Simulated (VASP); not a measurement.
# SnTe (F-43m) in VASP: notebook, part 2 of 2

VASP 6.6.1.

## 3. Single point, LDA

The input, INCAR:

```
SYSTEM = SnTe
PREC = Accurate ; ENCUT = 520
EDIFF = 1E-6 ; ISMEAR = -1
SIGMA = 0.1 ; LREAL = .FALSE.
LASPH = .TRUE. ; NELM = 100
ALGO = Normal ; ISIF = 2
LWAVE = .FALSE. ; LCHARG = .FALSE.
GGA = CA ; NBANDS = 17
```

The input, KPOINTS:

```
regular mesh
0
G
  11 11 11
  0 0 0
```

The input, POSCAR:

```
SnTe
1.0
    0.0000000000      3.6111460000      3.6111460000
    3.6111460000      0.0000000000      3.6111460000
    3.6111460000      3.6111460000      0.0000000000
Te Sn
1 1
Direct
    0.2500000000      0.2500000000      0.2500000000
    0.0000000000      0.0000000000      0.0000000000
```

Potentials or basis: VASP PAW LDA potentials, release 64 (Te, Sn_d).

The run is started by

```console
$ cat potpaw_LDA.64/Te/POTCAR potpaw_LDA.64/Sn_d/POTCAR > POTCAR
$ mpirun -np 1 vasp_std > vasp.out
```

It took 33 s on 1 thread of Intel Xeon 6975P-C (Granite Rapids), shared host; peak memory 0.25 GiB.

It converged, with:

| Item | Value |
| --- | --- |
| Free energy | -8.0003 eV |
| Pressure | -2.2 GPa |
| Band gap on the k mesh | 0.11 eV, indirect (least direct gap 0.74 eV) |

Levels at points of the mesh, in eV from the valence-band top:
```csv
k point,band 6,band 7,band 8,band 9,band 10,band 11,band 12,band 13,band 14,band 15
"(0.00, 0.00, 0.00)",-11.48,-5.20,-1.83,-1.83,-1.83,1.06,1.06,1.06,3.97,6.52
```

Caveat: spin-orbit coupling is left out, which moves the levels of the heavy elements.

## 4. Single point, LDA

This run uses another cell than the first one, of 44.27 Å³/atom, 0.940 times its volume.

The input, INCAR:

```
  PREC = Accurate
  ENCUT = 520
  EDIFF = 1E-6
  ISMEAR = -1
  SIGMA = 0.05
  LREAL = False
  LASPH = True
  NELM = 60
  ALGO = Normal
  ISIF = 2
  LWAVE = False
  LCHARG = False
  NBANDS = 17
```

The input, KPOINTS:

```
Automatic mesh
0
Gamma
  6 6 6
```

The input, POSCAR:

```
SnTe
1.0
    0.0000000000      3.5374284581      3.5374284581
    3.5374284581      0.0000000000      3.5374284581
    3.5374284581      3.5374284581      0.0000000000
Te Sn
1 1
Direct
    0.2500000000      0.2500000000      0.2500000000
    0.0000000000      0.0000000000      0.0000000000
```

Potentials or basis: VASP PAW LDA potentials, release 64 (Te, Sn_d).

The run is started by

```console
$ cat potpaw_LDA.64/Te/POTCAR potpaw_LDA.64/Sn_d/POTCAR > POTCAR
$ mpirun -np 1 vasp_std > vasp.out
```

OUTCAR:

```text
PREC = Accurate
   ENCUT = 520
   EDIFF = 1E-6
   ISMEAR = -1
   LREAL = False
   LASPH = True
   NELM = 60
   ISIF = 2

 ion  position               nearest neighbor table
   1  0.250  0.250  0.250-   2 3.06   2 3.06   2 3.06   2 3.06
   2  0.000  0.000  0.000-   1 3.06   1 3.06   1 3.06   1 3.06

  LATTYP: Found a face centered cubic cell.
 ALAT       =     7.0748569162

  Lattice vectors:

 A1 = (   0.0000000000,   3.5374284581,   3.5374284581)
[... 495 lines left out ...]
------------------------ aborting loop because EDIFF is reached ----------------------------------------

  FORCE on cell =-STRESS in cart. coord.  units (eV):
  Direction    XX          YY          ZZ          XY          YZ          ZX
  --------------------------------------------------------------------------------------
  -------------------------------------------------------------------------------------
  Total       -0.4306907     -0.4306907     -0.4306907     -0.0000000     -0.0000000     -0.0000000
  in kB       -7.7944073     -7.7944073     -7.7944073     -0.0000000     -0.0000000     -0.0000000
  external PRESSURE =      -7.7944073 kB  Pullay stress =       0.0000000 kB

 VOLUME and BASIS-vectors are now :
 -----------------------------------------------------------------------------
  energy-cutoff  :      520.00
  volume of cell :       88.53
      direct lattice vectors                 reciprocal lattice vectors
     0.000000000  3.537428458  3.537428458    -0.141345615  0.141345615  0.141345615
     3.537428458  0.000000000  3.537428458     0.141345615 -0.141345615  0.141345615
     3.537428458  3.537428458  0.000000000     0.141345615  0.141345615 -0.141345615

 POSITION                                       TOTAL-FORCE (eV/Angst)
 -----------------------------------------------------------------------------------
      1.76871      1.76871      1.76871         0.000000      0.000000     -0.000000
      0.00000      0.00000      0.00000        -0.000000     -0.000000      0.000000
 -----------------------------------------------------------------------------------
    total drift:                               -0.000000     -0.000000     -0.000000

  FREE ENERGIE OF THE ION-ELECTRON SYSTEM (eV)
  ---------------------------------------------------
  free  energy   TOTEN  =        -8.0475448797 eV

  energy  without entropy=       -8.0428539801  energy(sigma->0) =       -8.04519943
```

Wall time 19 s (1 thread of Intel Xeon 6975P-C (Granite Rapids), shared host); peak memory 0.19 GiB.

Results:

```yaml
Free_energy: -8.0475 eV
Pressure: -0.8 GPa
```

Levels at points of the mesh, in eV from the Fermi level:
| k point | band 6 | band 7 | band 8 | band 9 | band 10 | band 11 | band 12 | band 13 | band 14 | band 15 |
| --- | --- | --- | --- | --- | --- | --- | --- | --- | --- | --- |
| (0.00, 0.00, 0.00) | -11.83 | -5.05 | -1.99 | -1.99 | -1.99 | 0.99 | 0.99 | 0.99 | 3.95 | 6.51 |
| (0.50, 0.00, 0.00) | -11.21 | -7.15 | -2.58 | -2.58 | -2.11 | 1.83 | 1.83 | 3.62 | 5.53 | 6.40 |
| (0.50, 0.50, 0.00) | -10.96 | -7.54 | -3.30 | -3.30 | -0.68 | -0.03 | 4.13 | 4.13 | 5.45 | 6.55 |

Caveat: spin-orbit coupling is left out, which moves the levels of the heavy elements.

## 5. Single point, LDA

This run uses another cell than the first one, of 45.21 Å³/atom, 0.960 times its volume.

The input, INCAR:

```
ALGO = Normal
EDIFF = 1E-6
ENCUT = 520
ISIF = 2
ISMEAR = -1
LASPH = T
LCHARG = F
LREAL = F
LWAVE = F
NBANDS = 17
NELM = 60
PREC = Accurate
SIGMA = 0.05
```

The input, KPOINTS:

```
k-points
0
Gamma
  6 6 6
```

The input, POSCAR:

```
SnTe
1.0
    0.0000000000      3.5623407469      3.5623407469
    3.5623407469      0.0000000000      3.5623407469
    3.5623407469      3.5623407469      0.0000000000
Te Sn
1 1
Direct
    0.2500000000      0.2500000000      0.2500000000
    0.0000000000      0.0000000000      0.0000000000
```

Potentials or basis: VASP PAW LDA potentials, release 64 (Te, Sn_d).

The run is started by

```console
$ cat potpaw_LDA.64/Te/POTCAR potpaw_LDA.64/Sn_d/POTCAR > POTCAR
$ mpirun -np 1 vasp_std > vasp.out
```

OUTCAR:

```text
EDIFF = 1E-6
   ENCUT = 520
   ISIF = 2
   ISMEAR = -1
   LASPH = T
   LREAL = F
   NELM = 60
   PREC = Accurate

 ion  position               nearest neighbor table
   1  0.250  0.250  0.250-   2 3.09   2 3.09   2 3.09   2 3.09
   2  0.000  0.000  0.000-   1 3.09   1 3.09   1 3.09   1 3.09

  LATTYP: Found a face centered cubic cell.
 ALAT       =     7.1246814938

  Lattice vectors:

 A1 = (   0.0000000000,   3.5623407469,   3.5623407469)
 A2 = (   3.5623407469,   0.0000000000,   3.5623407469)
[... 493 lines left out ...]

------------------------ aborting loop because EDIFF is reached ----------------------------------------

  FORCE on cell =-STRESS in cart. coord.  units (eV):
  Direction    XX          YY          ZZ          XY          YZ          ZX
  --------------------------------------------------------------------------------------
  -------------------------------------------------------------------------------------
  Total       -0.7284846     -0.7284846     -0.7284846      0.0000000      0.0000000     -0.0000000
  in kB      -12.9090582    -12.9090582    -12.9090582      0.0000000      0.0000000     -0.0000000
  external PRESSURE =     -12.9090582 kB  Pullay stress =       0.0000000 kB

 VOLUME and BASIS-vectors are now :
 -----------------------------------------------------------------------------
  energy-cutoff  :      520.00
  volume of cell :       90.41
      direct lattice vectors                 reciprocal lattice vectors
     0.000000000  3.562340747  3.562340747    -0.140357152  0.140357152  0.140357152
     3.562340747  0.000000000  3.562340747     0.140357152 -0.140357152  0.140357152
     3.562340747  3.562340747  0.000000000     0.140357152  0.140357152 -0.140357152

 POSITION                                       TOTAL-FORCE (eV/Angst)
 -----------------------------------------------------------------------------------
      1.78117      1.78117      1.78117        -0.000000     -0.000000     -0.000000
      0.00000      0.00000      0.00000         0.000000      0.000000      0.000000
 -----------------------------------------------------------------------------------
    total drift:                               -0.000000     -0.000000     -0.000000

  FREE ENERGIE OF THE ION-ELECTRON SYSTEM (eV)
  ---------------------------------------------------
  free  energy   TOTEN  =        -8.0356781740 eV

  energy  without entropy=       -8.0316998942  energy(sigma->0) =       -8.03368903
```

stdout:

```text
POSCAR found type information on POSCAR TeSn
 POSCAR found :  2 types and       2 ions
 scaLAPACK will be used
 LDA part: xc-table for (Slater(with rela. corr.)+CA(PZ))
 , standard interpolation
 POSCAR, INCAR and KPOINTS ok, starting setup
 FFT: planning ... GRIDC
 FFT: planning ... GRID_SOFT
 FFT: planning ... GRID
 WAVECAR not read
 entering main loop
```

It took 21 s on 1 thread of Intel Xeon 6975P-C (Granite Rapids), shared host; peak memory 0.19 GiB.

Results:

```
Free energy            : -8.0357 eV
Pressure               : -1.3 GPa
Band gap on the k mesh : 0.10 eV, indirect (least direct gap 0.68 eV)
```

Caveat: spin-orbit coupling is left out, which moves the levels of the heavy elements. A k mesh can miss the band edges.

## 6. The runs side by side

| cell | k mesh | smearing | gap on the mesh (eV) | pressure (GPa) |
| --- | --- | --- | --- | --- |
| a = 5.107 Å, angles 60.0°, 2 atoms | 9 × 9 × 9 | fermi-dirac 0.1 eV | 0.13 | -2.2 |
| a = 5.107 Å, angles 60.0°, 2 atoms | 11 × 11 × 11 | fermi-dirac 0.1 eV | 0.11 | -2.2 |
| a = 5.003 Å, angles 60.0°, 2 atoms | 6 × 6 × 6 | fermi-dirac 0.05 eV | - | -0.8 |
| a = 5.038 Å, angles 60.0°, 2 atoms | 6 × 6 × 6 | fermi-dirac 0.05 eV | 0.10 | -1.3 |

Alike in all rows: task single point; level LDA; potentials or basis VASP PAW LDA potentials, release 64 (Te, Sn_d); no spin polarisation; cutoff (eV) 520.

Caveats: spin-orbit coupling is left out, which moves the levels of the heavy elements.

Total energies depend on the potentials used, so only differences within one code and one set of settings carry meaning.
